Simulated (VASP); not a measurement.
Input of a VASP 6.6.1 run:

The input POSCAR:

```
N
1.0
    3.9609740433      0.0000000000      0.0000000000
    0.0000000000      3.9609740433      0.0000000000
    0.0000000000      0.0000000000      5.1331803146
N
4
Direct
    0.9024068167      0.9024068167      0.0000000000
    0.5975931833      0.4024068167      0.5000000000
    0.0975931833      0.0975931833      0.0000000000
    0.4024068167      0.5975931833      0.5000000000
```

The input INCAR.step1:

```
  ALGO = Normal
  EDIFF = 1E-8
  ENCUT = 500
  ISMEAR = 0
  LASPH = T
  LCHARG = F
  LMIXTAU = T
  LREAL = F
  LWAVE = T
  METAGGA = R2SCAN
  NELM = 100
  PREC = Accurate
  SIGMA = 0.01
```

File INCAR.step2:

```
  ALGO = Exact
  EDIFF = 1E-8
  ENCUT = 500
  ISMEAR = 0
  ISTART = 1
  LASPH = T
  LCHARG = F
  LMIXTAU = T
  LOPTICS = T
  LREAL = F
  LWAVE = T
  METAGGA = R2SCAN
  NBANDS = 140
  NELM = 1
  PREC = Accurate
  SIGMA = 0.01
```

The input INCAR.step3:

```
  ALGO = EVGW0
  EDIFF = 1E-8
  ENCUT = 500
  ENCUTGW = 80.0
  ISMEAR = 0
  ISTART = 1
  LASPH = T
  LCHARG = F
  LMIXTAU = T
  LREAL = F
  LWAVE = F
  METAGGA = R2SCAN
  NBANDS = 140
  NBANDSGW = 18
  NELMGW = 1
  NOMEGA = 96
  OMEGAMAX = 20
  PREC = Accurate
  PRECFOCK = Fast
  SIGMA = 0.01
```

Contents of KPOINTS:

```
k-points
0
Gamma
  4 4 4
```

Potentials or basis: VASP PAW PBE potentials, release 64 (N_GW).

Launch:

```console
$ cat potpaw_PBE.64/N_GW/POTCAR > POTCAR
$ cp INCAR.step1 INCAR
$ mpirun -np 1 vasp_std > vasp.out
$ cp INCAR.step2 INCAR
$ mpirun -np 1 vasp_std > vasp.out
$ cp INCAR.step3 INCAR
$ mpirun -np 1 vasp_std > vasp.out
```

Estimate the quasiparticle gap.

13.21 eV.

Estimate the least direct quasiparticle gap.

13.51 eV.

Estimate the band gap of the starting levels on the mesh.

7.45 eV.

Estimate the least direct gap of the starting levels on the mesh.

7.69 eV.

Caveat: the k points lie up to 0.40 Å⁻¹ apart; bands, screening cutoff and mesh are small and nothing is extrapolated, so the quasiparticle values aren't converged; the standard files for N, O and F lose accuracy on very short bonds.
